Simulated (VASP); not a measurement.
# Ti (I4/mmm) in VASP: further runs

Runs on Ti. Level: LDA. Tasks: single point.

Program: VASP 6.6.1. These are calculated values, not measurements. Logs are shortened: lines on timing, memory, paths and dates and some standing lists are left out, and cuts for length are marked.

## 1. The cell of the first run

The structure is tetragonal, space group I4/mmm (No. 139). The conventional cell has a = 2.813 Å, b = 2.813 Å, c = 4.060 Å, α = 90.00°, β = 90.00°, γ = 90.00°. Ti (site symmetry 4/mmm) has 12 Ti at 2.81 to 2.84 Å within 3.7 Å.

## 2. Single point, LDA (equal xx and yy strain of -2 %)

The input, INCAR:

```
SYSTEM = Ti
ALGO     = Normal         ! electronic algorithm
EDIFF    = 1E-6           ! SCF threshold, eV
ENCUT    = 520            ! plane-wave cutoff, eV
ISIF     = 2              ! what is computed and relaxed
ISMEAR   = -1             ! smearing method
LASPH    = .True.         ! aspherical terms in the spheres
LCHARG   = .True.         ! write CHGCAR
LELF     = .True.         ! ELF
LREAL    = .False.        ! projectors in reciprocal space
LVHAR    = .True.       
LWAVE    = .False.        ! write WAVECAR
NBANDS   = 12             ! bands
NELM     = 60             ! most SCF steps
PREC     = Accurate       ! precision mode
SIGMA    = 0.05           ! smearing width, eV
```

The input, KPOINTS:

```
k-points
0
Gamma
  15 15 15
  0 0 0
```

The input, POSCAR:

```
Ti
1.0
    0.0000000000      1.9894000000      2.0300000000
    1.9894000000      0.0000000000      2.0300000000
    1.9894000000      1.9894000000      0.0000000000
Ti
1
Direct
    0.0000000000      0.0000000000      0.0000000000
```

Potentials or basis: VASP PAW LDA potentials, release 64 (Ti_sv).

On the command line:

```console
cat potpaw_LDA.64/Ti_sv/POTCAR > POTCAR
mpirun -np 1 vasp_std > vasp.out
```

OUTCAR:

```text
SYSTEM = Ti
   EDIFF = 1E-6
   ENCUT = 520
   ISIF = 2
   ISMEAR = -1
   LASPH = .True.
   LREAL = .False.
   NELM = 60
   PREC = Accurate

 ion  position               nearest neighbor table
   1  0.000  0.000  0.000-

  LATTYP: Found a body centered tetragonal cell.
 ALAT       =     2.8134364610
 C/A-ratio  =     1.4430750636

  Lattice vectors:

 A1 = (  -1.9894000000,   0.0000000000,   2.0300000000)
 A2 = (   1.9894000000,   0.0000000000,   2.0300000000)
 A3 = (   0.0000000000,   1.9894000000,  -2.0300000000)

Analysis of symmetry for initial positions (statically):
=====================================================================
 Subroutine PRICEL returns:
 Original cell was already a primitive cell.

 Routine SETGRP: Setting up the symmetry group for a
 body centered tetragonal supercell.

 Subroutine GETGRP returns: Found 16 space group operations
 (whereof 16 operations were pure point group operations)
 out of a pool of 16 trial point group operations.

The static configuration has the point symmetry D_4h.

Analysis of symmetry for dynamics (positions and initial velocities):
=====================================================================
 Subroutine PRICEL returns:
 Original cell was already a primitive cell.

 Routine SETGRP: Setting up the symmetry group for a
 body centered tetragonal supercell.

 Subroutine GETGRP returns: Found 16 space group operations
 (whereof 16 operations were pure point group operations)
 out of a pool of 16 trial point group operations.

The dynamic configuration has the point symmetry D_4h.

 Subroutine INISYM returns: Found 16 space group operations
 (whereof 16 operations are pure point group operations),
 and found     1 'primitive' translations

----------------------------------------------------------------------------------------

                                     Primitive cell

  volume of cell :      16.0683

  direct lattice vectors                    reciprocal lattice vectors
     0.000000000  1.989400000  2.030000000    -0.251332060  0.251332060  0.246305419
     1.989400000  0.000000000  2.030000000     0.251332060 -0.251332060  0.246305419
     1.989400000  1.989400000  0.000000000     0.251332060  0.251332060 -0.246305419

  length of vectors
     2.842289985  2.842289985  2.813436461     0.432437242  0.432437242  0.432437242

  position of ions in fractional coordinates (direct lattice)
     0.000000000  0.000000000  0.000000000

  ion indices of the primitive-cell ions
   primitive index   ion index
                 1           1

----------------------------------------------------------------------------------------

 KPOINTS: k-points

Automatic generation of k-mesh.
 Grid dimensions read from file:
 generate k-points for:   15   15   15

 Generating k-lattice:

  Cartesian coordinates                     Fractional coordinates (reciprocal lattice)
    -0.016755471  0.016755471  0.016420361     0.066666667  0.000000000  0.000000000
     0.016755471 -0.016755471  0.016420361     0.000000000  0.066666667  0.000000000
     0.016755471  0.016755471 -0.016420361     0.000000000  0.000000000  0.066666667

  Length of vectors
     0.028829149  0.028829149  0.028829149

  Shift w.r.t. Gamma in fractional coordinates (k-lattice)
     0.000000000  0.000000000  0.000000000

 Subroutine IBZKPT returns following result:
 ===========================================

 Found    288 irreducible k-points:

 Following reciprocal coordinates:
            Coordinates               Weight
  0.000000  0.000000  0.000000      1.000000
  0.066667 -0.000000  0.000000      8.000000
  0.133333  0.000000  0.000000      8.000000
  0.200000  0.000000  0.000000      8.000000
  0.266667  0.000000  0.000000      8.000000
  0.333333  0.000000  0.000000      8.000000
[... 16 lines left out ...]
  0.133333  0.133333  0.000000      2.000000
  0.200000  0.133333  0.000000      8.000000
 [... further k-points ...]
   k-points           NKPTS =    288   k-points in BZ     NKDIM =    288   number of bands    NBANDS=     12
   number of dos      NEDOS =    301   number of ions     NIONS =      1
   total plane-waves  NPLWV =  13824
   dimension x,y,z NGX =    24 NGY =   24 NGZ =   24
   dimension x,y,z NGXF=    48 NGYF=   48 NGZF=   48
   ions per type =               1
   NGX,Y,Z   is equivalent  to a cutoff of  14.04, 14.04, 14.18 a.u.
   NGXF,Y,Z  is equivalent  to a cutoff of  28.08, 28.08, 28.36 a.u.
 SYSTEM =  Ti
   PREC   = accura    normal or accurate (medium, high low for compatibility)
   ISTART =      0    job   : 0-new  1-cont  2-samecut
   ICHARG =      2    charge: 1-file 2-atom 10-const
   ISPIN  =      1    spin polarized calculation?
   LNONCOLLINEAR =      F non collinear calculations
   LSORBIT =      F    spin-orbit coupling
   LASPH  =      T    aspherical Exc in radial PAW
   ENCUT  =  520.0 eV  38.22 Ry    6.18 a.u.   5.28  5.28  5.23*2*pi/ulx,y,z
   NELM   =     60;   NELMIN=  2; NELMDL= -5     # of ELM steps
   EDIFF  = 0.1E-05   stopping-criterion for ELM
   LREAL  =      F    real-space projection
   EDIFFG = 0.1E-04   stopping-criterion for IOM
   NSW    =      0    number of steps for IOM
   IBRION =     -1    ionic relax: 0-MD 1-quasi-New 2-CG
   NFREE  =      0    steps in history (QN), initial steepest desc. (CG)
   ISIF   =      2    stress and relaxation
   ISYM   =      2    0-nonsym 1-usesym 2-fastsym
   POTIM  = 0.5000    time-step for ionic-motion
   TEBEG  =    0.0;   TEEND  =   0.0 temperature during run
   PSTRESS=    0.0 pullay stress
   NELECT =      12.0000    total number of electrons
   NUPDOWN=      -1.0000    fix difference up-down
   EMIN   =  10.00;   EMAX   =-10.00  energy-range for DOS
   EFERMI =   0.00;   METHOD = LEGACY
   ISMEAR =    -1;   SIGMA  =   0.05  broadening in eV -4-tet -1-fermi 0-gaus
   EFERMI_NEDOS =   21; number of points for ismear=-14 and -15
   IALGO  =     38    algorithm
   IMIX   =      4    mixing-type and parameters
     AMIX     =   0.40;   BMIX     =  1.00
     AMIX_MAG =   1.60;   BMIX_MAG =  1.00
  volume/ion in A,a.u.               =      16.07       108.43
  Fermi-wavevector in a.u.,A,eV,Ry     =   1.485292  2.806795 30.015706  2.206092
  Thomas-Fermi vector in A             =   2.598722
   LORBIT       =      0    0 simple, 1 ext, 2 COOP (PROOUT), +10 PAW based schemes
   GGA     = CA    functional components
   LHFCALC =     F    Hartree Fock is set to
   AEXX    =    0.0000 exact exchange contribution
   IVDW    =     0    specifies the selected vdW correction
   LEPSILON=     F    determine dielectric tensor
   LRPA    =     F    only Hartree local field effects (RPA)
 non-spin polarized calculation
  energy-cutoff  :      520.00
  volume of cell :       16.07
 maximum number of plane-waves:       448
 NGX is ok and might be reduce to    24
   NGX = 11   NGY = 11   NGZ = 11

 number of electron      11.9999999 magnetization

 Free energy of the ion-electron system (eV)
  ---------------------------------------------------
  ext. energy  EPLUGINS =         0.00000000
  ---------------------------------------------------
  free energy    TOTEN  =        -8.50483983 eV

  energy without entropy =       -8.49084025  energy(sigma->0) =       -8.49784004

 E-fermi :   8.8399     XC(G=0): -12.1618

 val. band max:        8.8393851577   @ k =   0.2667   0.0667   0.1333
 cond. band min:       8.8429497699   @ k =  -0.4667   0.1333   0.0667
 fundamental gap:      0.0035646122
 Fermi energy:         8.8398960298

 k-point     1 :       0.0000    0.0000    0.0000
  band No.  band energies     occupation
      1     -47.0660      2.00000
      2     -23.1930      2.00000
      3     -23.1868      2.00000
      4     -23.1868      2.00000
      5       2.6476      2.00000
      6       9.6061      0.00000
      7       9.7827      0.00000
      8       9.7827      0.00000
      9      11.4026      0.00000
     10      11.6128      0.00000
     11      24.6188      0.00000
     12      29.0434      0.00000

 k-point     2 :       0.0667   -0.0000    0.0000
  band No.  band energies     occupation
      1     -47.0585      2.00000
      2     -23.2290      2.00000
      3     -23.1962      2.00000
      4     -23.1911      2.00000
      5       2.8029      2.00000
      6       9.5830      0.00000
      7       9.7654      0.00000
      8       9.8405      0.00000
      9      11.3687      0.00000
     10      11.5709      0.00000
     11      24.7689      0.00000
     12      28.2476      0.00000

 k-point     3 :       0.1333    0.0000    0.0000
  band No.  band energies     occupation
      1     -47.0372      2.00000
      2     -23.3412      2.00000
      3     -23.2116      2.00000
      4     -23.2035      2.00000
      5       3.2510      2.00000
      6       9.3663      0.00005
      7       9.8628      0.00000
      8       9.9817      0.00000
      9      11.3133      0.00000
     10      11.4864      0.00000
     11      24.9978      0.00000
     12      26.4758      0.00000
[... 286 lines left out ...]
 k-point    23 :       0.1333    0.1333    0.0000
  band No.  band energies     occupation
      1     -47.0291      2.00000
      2     -23.3395      2.00000
      3     -23.2354      2.00000
      4     -23.2354      2.00000
      5       3.4260      2.00000
      6       9.0535      0.02750
      7      10.1621      0.00000
      8      10.1621      0.00000
      9      10.8165      0.00000
     10      11.7829      0.00000
     11      25.3954      0.00000
     12      27.0200      0.00000

 k-point    24 :       0.2000    0.1333    0.0000
  band No.  band energies     occupation
      1     -47.0063      2.00000
      2     -23.4418      2.00000
      3     -23.2597      2.00000
      4     -23.2567      2.00000
      5       3.9208      2.00000
      6       8.7976      1.39929
      7      10.2000      0.00000
      8      10.3513      0.00000
      9      10.7371      0.00000
     10      11.8642      0.00000
     11      25.4025      0.00000
     12      26.0176      0.00000

 [... further k-points ...]

------------------------ aborting loop because EDIFF is reached ----------------------------------------

  FORCE on cell =-STRESS in cart. coord.  units (eV):
  Direction    XX          YY          ZZ          XY          YZ          ZX
  --------------------------------------------------------------------------------------
  -------------------------------------------------------------------------------------
  Total       -0.0252434     -0.0252434     -0.0879643      0.0000000      0.0000000      0.0000000
  in kB       -2.5170262     -2.5170262     -8.7709535      0.0000000      0.0000000      0.0000000
  external PRESSURE =      -4.6016686 kB  Pullay stress =       0.0000000 kB

 VOLUME and BASIS-vectors are now :
 -----------------------------------------------------------------------------
  energy-cutoff  :      520.00
  volume of cell :       16.07
      direct lattice vectors                 reciprocal lattice vectors
     0.000000000  1.989400000  2.030000000    -0.251332060  0.251332060  0.246305419
     1.989400000  0.000000000  2.030000000     0.251332060 -0.251332060  0.246305419
     1.989400000  1.989400000  0.000000000     0.251332060  0.251332060 -0.246305419

 POSITION                                       TOTAL-FORCE (eV/Angst)
 -----------------------------------------------------------------------------------
      0.00000      0.00000      0.00000        -0.000000      0.000000      0.000000
 -----------------------------------------------------------------------------------
    total drift:                               -0.000000      0.000000      0.000000

  FREE ENERGIE OF THE ION-ELECTRON SYSTEM (eV)
  ---------------------------------------------------
  free  energy   TOTEN  =        -8.5048398293 eV

  energy  without entropy=       -8.4908402508  energy(sigma->0) =       -8.49784004
```

Run time: 52 s. Hardware: 1 thread of Intel Xeon 8259CL, shared host; peak memory 0.17 GiB.

What came out:

| Property | Result |
| --- | --- |
| Free energy | -8.5048 eV |
| Pressure | -0.5 GPa |
| Band gap on the k mesh | zero (bands 6 and 7 overlap by 1.13 eV) |

Levels at points of the mesh, in eV from the Fermi level:
| k point | band 4 | band 5 | band 6 | band 7 | band 8 | band 9 |
| --- | --- | --- | --- | --- | --- | --- |
| (0.00, 0.00, 0.00) | -32.03 | -6.19 | 0.77 | 0.94 | 0.94 | 2.56 |

Caveat: the cell differs from its parent crystal (equal xx and yy strain of -2 %).

(Continued in part 2 of 2.)
